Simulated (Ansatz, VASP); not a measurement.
Na in VASP and in Ansatz

INCAR

```
SYSTEM = Na
ALGO = Normal
EDIFF = 1E-6
ENCUT = 520
GGA = PE
ISIF = 2
ISMEAR = -1
LASPH = .TRUE.
LCHARG = .FALSE.
LREAL = .FALSE.
LWAVE = .FALSE.
NBANDS = 10
NELM = 60
PREC = Accurate
SIGMA = 0.08
```

File KPOINTS:

```
k-points
0
G
  13 13 13
  0 0 0
```

File POSCAR:

```
Na
1.0
   -2.1318267387      2.1318267387      2.1318267387
    2.1318267387     -2.1318267387      2.1318267387
    2.1318267387      2.1318267387     -2.1318267387
Na
1
Direct
    0.0000000000      0.0000000000      0.0000000000
```

Input for Ansatz:

```yaml
crystal:
  lattice:
    - [-2.1318267387, 2.1318267387, 2.1318267387]
    - [2.1318267387, -2.1318267387, 2.1318267387]
    - [2.1318267387, 2.1318267387, -2.1318267387]
  atoms:
    - { symbol: Na, position: [0.0, 0.0, 0.0] }
kpoints:
  mp_grid: { grid: [13, 13, 13] }
scf:
  occupations: { method: fermi_dirac, width: 0.08 }
hamiltonian:
  xc: pbe
  pseudopotentials: { kind: all_electron, lapw: { basis_error: 0.0005 } }
output:
  forces: true
  stress: true
  eigenvalues: true
```

Change from the starting cell: volume scaled by 1.05.

Alike in both runs: task single point; functional PBE; k mesh 13 × 13 × 13; occupations fermi-dirac, width 0.08 eV; no spin polarisation.

|  | VASP | Ansatz |
| --- | --- | --- |
| version | VASP 6.6.1 | Ansatz 0.2.0 |
| potentials or method | VASP PAW PBE potentials, release 64 (Na_pv), cutoff 520 eV | all-electron LAPW, scalar-relativistic |

Ansatz gave:

- pressure (GPa): -0.3

Task: What did VASP give for the same quantities?

Result: Pressure (GPa): -0.4.

Ansatz ran all-electron here, and VASP with PAW potentials.
